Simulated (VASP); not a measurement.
# SnW (Cmcm) in VASP: notebook, part 3 of 3

VASP 6.6.1.

## Step 5: Relaxation of cell and atoms, PBE

This run uses another cell than the first one, of 22.69 Å³/atom.

File INCAR:

```
SYSTEM = SnW
ALGO = Normal ; EDIFF = 1E-7
EDIFFG = -0.04 ; ENCUT = 600
GGA = PE ; IBRION = 2
ISIF = 3 ; ISMEAR = 0
LASPH = .True. ; LCHARG = .False.
LREAL = .False. ; LWAVE = .False.
NELM = 100 ; NSW = 90
PREC = Accurate ; SIGMA = 0.1
```

File KPOINTS:

```
k-points
0
Gamma
  4 4 4
  0 0 0
```

File POSCAR:

```
SnW
1.0
    2.1209154621     -5.3390250662      0.0000000000
    2.1209154621      5.3390250662      0.0000000000
    0.0000000000      0.0000000000      4.0067178937
Sn W
2 2
Direct
    0.8590000000      0.1410000000      0.7500000000
    0.1410000000      0.8590000000      0.2500000000
    0.5740000000      0.4260000000      0.7500000000
    0.4260000000      0.5740000000      0.2500000000
```

Potentials or basis: VASP PAW PBE potentials, release 64 (Sn_d, W_sv).

Launch:

```console
$ cat potpaw_PBE.64/Sn_d/POTCAR potpaw_PBE.64/W_sv/POTCAR > POTCAR
$ mpirun -np 1 vasp_std > vasp.out
```

OUTCAR:

```text
SYSTEM = SnW
   EDIFF = 1E-7
   EDIFFG = -0.04
   ENCUT = 600
   GGA = PE
   IBRION = 2
   ISIF = 3
   ISMEAR = 0
   LASPH = .True.
   LREAL = .False.
   NELM = 100
   NSW = 90
   PREC = Accurate

 ion  position               nearest neighbor table
   1  0.859  0.141  0.750-   4 3.00   4 3.00   4 3.00   4 3.00   3 3.04   3 3.13   3 3.13   2 3.62
                             2 3.62   2 3.73   2 3.73   2 3.73   2 3.73
   2  0.141  0.859  0.250-   3 3.00   3 3.00   3 3.00   3 3.00   4 3.04   4 3.13   4 3.13   1 3.62
                             1 3.62   1 3.73   1 3.73   1 3.73   1 3.73
   3  0.574  0.426  0.750-   4 2.55   4 2.55   2 3.00   2 3.00   2 3.00   2 3.00   1 3.04   1 3.13
                             1 3.13
   4  0.426  0.574  0.250-   3 2.55   3 2.55   1 3.00   1 3.00   1 3.00   1 3.00   2 3.04   2 3.13
                             2 3.13

  LATTYP: Found a base centered orthorhombic cell.
 ALAT       =     4.2418309242
 B/A-ratio  =     2.5173210161
[... 1062 lines left out ...]

--------------------------------------- Ionic step       17  -------------------------------------------

 number of electron      55.9999989 magnetization

------------------------ aborting loop because EDIFF is reached ----------------------------------------
[... 71 lines left out ...]
--------------------------------------- Ionic step       19  -------------------------------------------

 number of electron      55.9999991 magnetization

 Free energy of the ion-electron system (eV)
  ---------------------------------------------------
  ext. energy  EPLUGINS =         0.00000000
  ---------------------------------------------------
  free energy    TOTEN  =       -31.55325598 eV

  energy without entropy =      -31.54334926  energy(sigma->0) =      -31.54830262

 E-fermi :   9.8434     XC(G=0): -12.0189

 val. band max:        9.8253288833   @ k =   0.2500   0.0000   0.0000
 cond. band min:       9.8700697594   @ k =   0.5000   0.2500   0.0000
 fundamental gap:      0.0447408761
 Fermi energy:         9.8433841849

 k-point     1 :       0.0000    0.0000    0.0000
  band No.  band energies     occupation
      1     -63.9448      2.00000
      2     -63.8467      2.00000
      3     -28.4707      2.00000
      4     -28.2722      2.00000
      5     -28.2298      2.00000
      6     -28.1287      2.00000
[... 776 lines left out ...]
  FREE ENERGIE OF THE ION-ELECTRON SYSTEM (eV)
  ---------------------------------------------------
  free  energy   TOTEN  =       -31.5532559771 eV

  energy  without entropy=      -31.5433492613  energy(sigma->0) =      -31.54830262

 reached required accuracy - stopping structural energy minimisation
```

OSZICAR:

```text
N       E                     dE             d eps       ncg     rms          rms(c)
DAV:   1     0.691409276427E+03    0.69141E+03   -0.34142E+04  1442   0.271E+03
DAV:   2     0.393046483739E+02   -0.65210E+03   -0.64521E+03  1402   0.682E+02
DAV:   3    -0.284261988828E+02   -0.67731E+02   -0.66287E+02  1612   0.197E+02
DAV:   4    -0.319801337020E+02   -0.35539E+01   -0.34701E+01  1849   0.422E+01
[... 208 lines left out ...]
DAV:   3    -0.315533440377E+02    0.15757E-02   -0.55032E-03  1813   0.598E-01    0.112E-01
DAV:   4    -0.315532771649E+02    0.66873E-04   -0.49117E-04  1623   0.160E-01    0.471E-02
DAV:   5    -0.315532539044E+02    0.23261E-04   -0.66857E-05  1960   0.777E-02    0.124E-02
DAV:   6    -0.315532559139E+02   -0.20095E-05   -0.13209E-05  1704   0.270E-02    0.407E-03
DAV:   7    -0.315532559771E+02   -0.63214E-07   -0.77444E-07  1579   0.610E-03
  19 F= -.31553256E+02 E0= -.31548303E+02  d E =-.580730E-02
```

Wall time 11 min (1 thread of AMD EPYC 9R45 (Zen 5), shared host); peak memory 0.28 GiB.

Results:

| Property | Result |
| --- | --- |
| Free energy | -31.5533 eV |
| Relaxed volume | 20.05 Å³/atom |
| Relaxed cell | a = 5.507 Å, b = 5.507 Å, c = 4.443 Å, α = 90.00°, β = 90.00°, γ = 143.46° |
| Space group after relaxing (to 0.1 Å) | Cmcm (No. 63) |
| Energy gained by relaxing | 194.9 meV/atom |
| Ionic steps | 19 |
| Pressure after relaxing | -0.2 GPa |
| Largest force after relaxing | 0.035 eV/Å |
| Band gap on the k mesh | zero (bands 28 and 29 overlap by 0.55 eV) |

Forces in eV/Å, atoms in the order of the input:
```
Sn   0.000 -0.009  0.000
Sn   0.000  0.009  0.000
W    0.000 -0.035  0.000
W    0.000  0.035  0.000
```

Step by step:
```csv
step,energy change (eV),largest force (eV/Å),pressure (GPa),volume (Å³)
1,0.0000,0.0808,-6.87,90.74
2,0.0624,1.7088,13.25,78.54
3,-0.1471,0.7632,0.88,84.86
4,-0.2391,0.5504,0.85,82.89
5,-0.2453,1.0035,1.17,81.97
6,-0.4002,1.1323,-0.20,81.92
7,-0.6292,1.0948,-1.83,81.46
8,-0.6344,0.9594,-1.94,81.27
9,-0.6352,1.0241,-1.92,81.36
10,-0.6374,0.9637,4.28,78.49
11,-0.6804,0.5503,0.95,79.91
12,-0.7375,0.4687,-0.05,80.52
13,-0.7435,0.4372,-0.33,80.77
14,-0.7639,0.2427,0.08,80.46
15,-0.7696,0.0656,0.56,80.17
16,-0.7735,0.2158,-1.25,80.92
17,-0.7740,0.1786,-0.81,80.73
18,-0.7793,0.0267,-0.35,80.37
19,-0.7798,0.0354,-0.15,80.22
```

Final structure:
```yaml
crystal:
  lattice:
    - [1.72620, -5.22933, 0.00000]
    - [1.72620, 5.22933, 0.00000]
    - [0.00000, 0.00000, 4.44336]
  atoms:
    - { symbol: Sn, position: [0.84316, 0.15684, 0.75000] }
    - { symbol: Sn, position: [0.15684, 0.84316, 0.25000] }
    - { symbol: W, position: [0.56673, 0.43327, 0.75000] }
    - { symbol: W, position: [0.43327, 0.56673, 0.25000] }
```

Caveat: the k points lie up to 0.48 Å⁻¹ apart in the final cell, too coarse for converged energies and pressures of a metal; spin-orbit coupling is left out, which moves the levels of the heavy elements.

## Step 6: Relaxation of cell and atoms, PBE

File INCAR:

```
ALGO = Fast ; EDIFF = 1E-6
EDIFFG = -0.04 ; ENCUT = 600
GGA = PE ; IBRION = 2
ISIF = 3 ; ISMEAR = 0
LASPH = True ; LCHARG = False
LREAL = False ; LWAVE = False
NELM = 100 ; NSW = 90
PREC = Accurate ; SIGMA = 0.1
```

File KPOINTS:

```
k-points
0
Gamma
  6 6 4
```

File POSCAR:

```
SnW
1.0
    1.7235694980     -5.2274165033      0.0000000000
    1.7235694980      5.2274165033      0.0000000000
    0.0000000000      0.0000000000      4.4379365293
Sn W
2 2
Direct
    0.8435727149      0.1564272851      0.7500000000
    0.1564272851      0.8435727149      0.2500000000
    0.5669863013      0.4330136987      0.7500000000
    0.4330136987      0.5669863013      0.2500000000
```

Potentials or basis: VASP PAW PBE potentials, release 64 (Sn_d, W_sv).

Launch:

```console
$ cat potpaw_PBE.64/Sn_d/POTCAR potpaw_PBE.64/W_sv/POTCAR > POTCAR
$ mpirun -np 1 vasp_std > vasp.out
```

It took 3.5 min on 1 thread of AMD EPYC 9R45 (Zen 5), shared host; peak memory 0.31 GiB.

The run converged. Its results:

```
Free energy                           : -31.6012 eV
Relaxed volume                        : 19.98 Å³/atom
Relaxed cell                          : a = 5.517 Å, b = 5.517 Å, c = 4.441 Å, α = 90.00°, β = 90.00°, γ = 143.76°
Space group after relaxing (to 0.1 Å) : Cmcm (No. 63)
Energy gained by relaxing             : 0.4 meV/atom
Ionic steps                           : 2
Pressure after relaxing               : -0.1 GPa
Largest force after relaxing          : 0.015 eV/Å
Band gap on the k mesh                : zero (bands 28 and 29 overlap by 0.70 eV)
```

Forces on the atoms (eV/Å):
```
Sn   0.000 -0.001  0.000
Sn   0.000  0.001  0.000
W    0.000 -0.015  0.000
W    0.000  0.015  0.000
```

Stress tensor (GPa, compression positive):
```
-0.19  0.00  0.00
 0.00 -0.09  0.00
 0.00  0.00  0.12
```

Step by step:
```
step  energy change (eV)  largest force (eV/Å)  pressure (GPa)  volume (Å³)
   1              0.0000                0.0853           -0.05        79.97
   2             -0.0018                0.0147           -0.06        79.90
```

Final structure:
```cif
data_structure
_symmetry_space_group_name_H-M 'P 1'
_symmetry_Int_Tables_number 1
_cell_length_a 5.5168
_cell_length_b 5.5168
_cell_length_c 4.4408
_cell_angle_alpha 90.000
_cell_angle_beta 90.000
_cell_angle_gamma 143.759
_cell_volume 79.90
loop_
_atom_site_label
_atom_site_type_symbol
_atom_site_fract_x
_atom_site_fract_y
_atom_site_fract_z
_atom_site_occupancy
Sn1 Sn 0.84397 0.15603 0.75000 1
Sn2 Sn 0.15603 0.84397 0.25000 1
W1 W 0.56687 0.43313 0.75000 1
W2 W 0.43313 0.56687 0.25000 1
```

Levels at points of the mesh, in eV from the Fermi level:
```tsv
k point	band 25	band 26	band 27	band 28	band 29	band 30	band 31	band 32
(0.00, 0.00, 0.00)	-1.19	-0.82	-0.63	-0.38	0.01	0.39	1.88	2.26
(0.50, 0.00, 0.00)	-1.45	-0.56	-0.56	0.15	0.68	1.63	2.57	3.17
(0.50, 0.50, 0.00)	-1.30	-1.28	-0.84	0.13	0.42	0.45	1.90	2.32
(0.00, 0.00, 0.50)	-1.61	-1.61	-1.49	-1.49	1.47	1.47	1.88	1.88
(0.50, 0.00, 0.50)	-2.03	-2.03	-1.19	-1.19	1.73	1.73	2.52	2.52
(0.50, 0.50, 0.50)	-1.46	-1.46	-1.16	-1.16	1.54	1.54	2.34	2.34
```

Caveat: spin-orbit coupling is left out, which moves the levels of the heavy elements.

## Step 7: Summary

```tsv
task	cell	k mesh	cutoff (eV)	gap on the mesh (eV)	pressure (GPa)	relaxed volume (Å³/atom)	largest force (eV/Å)
single point	a = 5.504, b = 5.504, c = 4.438 Å, angles 90.0, 90.0, 143.5°, 4 atoms, atomic positions A	4 × 4 × 4	520	none	0.2	-	0.03
single point	a = 5.745, b = 5.745, c = 4.007 Å, angles 90.0, 90.0, 136.7°, 4 atoms, atomic positions B	4 × 4 × 4	520	none	-6.9	-	0.08
single point	a = 5.513, b = 5.513, c = 4.442 Å, angles 90.0, 90.0, 143.8°, 4 atoms, atomic positions C	6 × 6 × 4	520	none	0.0	-	0.01
relaxation of cell and atoms	relaxed from a = 5.745, b = 5.745, c = 4.007 Å, angles 90.0, 90.0, 136.7°, 4 atoms, atomic positions B	4 × 4 × 4	600	none	-0.2	20.05	0.04
relaxation of cell and atoms	relaxed from a = 5.504, b = 5.504, c = 4.438 Å, angles 90.0, 90.0, 143.5°, 4 atoms, atomic positions A	6 × 6 × 4	600	none	-0.1	19.98	0.01
```

Alike in all rows: level PBE; potentials or basis VASP PAW PBE potentials, release 64 (Sn_d, W_sv); no spin polarisation; smearing gaussian 0.1 eV.

Caveats: some runs use coarse meshes; spin-orbit coupling is left out, which moves the levels of the heavy elements.

Absolute energies hang on the potentials; compare differences alone.

The gap in the log of VASP goes by the Fermi energy; the results here count the filled bands.